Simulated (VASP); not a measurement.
Here is a VASP 6.6.1 calculation.

The input INCAR:

```
PREC = Accurate
ENCUT = 520
EDIFF = 1E-6
ISMEAR = -1
SIGMA = 0.05
LREAL = F
LASPH = T
NELM = 100
ALGO = Normal
ISIF = 2
LWAVE = F
LCHARG = F
NBANDS = 11
```

File KPOINTS:

```
regular mesh
0
Gamma
  8 8 8
```

Contents of POSCAR:

```
Si
1.0
    0.0000000000      2.6850649043      2.6850649043
    2.6850649043      0.0000000000      2.6850649043
    2.6850649043      2.6850649043      0.0000000000
Si
2
Direct
    0.5000000000      0.5000000000      0.5000000000
    0.7500000000      0.7500000000      0.7500000000
```

Potentials or basis: VASP PAW LDA potentials, release 64 (Si).

Run with:

```bash
$ cat potpaw_LDA.64/Si/POTCAR > POTCAR
$ mpirun -np 1 vasp_std > vasp.out
```

(1) Estimate the pressure.

(2) What does it give for the band gap on the k mesh?

Results:

(1) 1.8 GPa.

(2) 0.46 eV, indirect (least direct gap 2.54 eV).
